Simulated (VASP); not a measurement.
Wanted: the native input for a VASP 6.6.1 run.

- Task: single point
- Functional: PBE
- Potentials or basis: VASP PAW PBE potentials, release 64 (Ta_pv)
- Cutoff: 520 eV
- k mesh: 18 × 18 × 18
- Occupations: gaussian, width 0.1 eV
- Spin: no spin polarisation
- Dipole correction: no
- Further INCAR settings: ALGO = Normal; EDIFF = 1e-06; NBANDS = 12

The structure of Ta lies in POSCAR:

```
Ta
1.0
   -1.6595939781      1.6595939781      1.6595939781
    1.6595939781     -1.6595939781      1.6595939781
    1.6595939781      1.6595939781     -1.6595939781
Ta
1
Direct
    0.0000000000      0.0000000000      0.0000000000
```

The input as run:

INCAR

```
PREC = Accurate
ENCUT = 520
EDIFF = 1E-6
ISMEAR = 0
SIGMA = 0.1
LREAL = F
LASPH = T
NELM = 60
ALGO = Normal
ISIF = 2
LWAVE = F
LCHARG = T
GGA = PE
LELF = T
LVHAR = T
NBANDS = 12
```

KPOINTS

```
Automatic mesh
0
Gamma
  18 18 18
```

Potentials or basis: VASP PAW PBE potentials, release 64 (Ta_pv).

Command:

```sh
$ cat potpaw_PBE.64/Ta_pv/POTCAR > POTCAR
$ mpirun -np 1 vasp_std > vasp.out
```

It gave:

The pressure is 0.0 GPa.

It took 26 s on 1 thread of Intel(R) Xeon(R) Platinum 8488C (Sapphire Rapids), on a shared host, peak memory 0.17 GiB.
